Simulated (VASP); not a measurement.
Here is a VASP 6.6.1 calculation.

Contents of INCAR:

```
  PREC = Accurate
  ENCUT = 520
  EDIFF = 1E-8
  ISMEAR = -1
  SIGMA = 0.03
  LREAL = False
  LASPH = True
  NELM = 100
  ALGO = Normal
  ISIF = 2
  LWAVE = False
  LCHARG = False
  GGA = PE
  LEFG = True
  NBANDS = 15
```

The input KPOINTS:

```
regular mesh
0
Gamma
  7 7 7
```

File POSCAR:

```
RbBr
1.0
    0.0000000000      3.5303250000      3.4275000000
    3.5303250000      0.0000000000      3.4275000000
    3.5303250000      3.5303250000      0.0000000000
Rb Br
1 1
Direct
    0.0000000000      0.0000000000      0.0000000000
    0.5000000000      0.5000000000      0.5000000000
```

Potentials or basis: VASP PAW PBE potentials, release 64 (Rb_sv, Br).

Run with:

```console
$ cat potpaw_PBE.64/Rb_sv/POTCAR potpaw_PBE.64/Br/POTCAR > POTCAR
$ mpirun -np 1 vasp_std > vasp.out
```

Problem. Predict the band gap on the k mesh.

Solution. 4.20 eV, direct.

Problem. Predict the pressure.

Solution. 0.2 GPa.

Electric field gradients, principal values (V/Å²):
```
atom  least  middle  greatest (by size)
1 Rb  4.630   4.630              -9.260
2 Br  2.854   2.855              -5.709
```

Caveat: the cell differs from its parent crystal (x and y stretched by +3 %, z held); without QUAD_EFG the Cq values of the log hold for a quadrupole moment of 1 mb, not for the nuclei. A k mesh can miss the band edges.
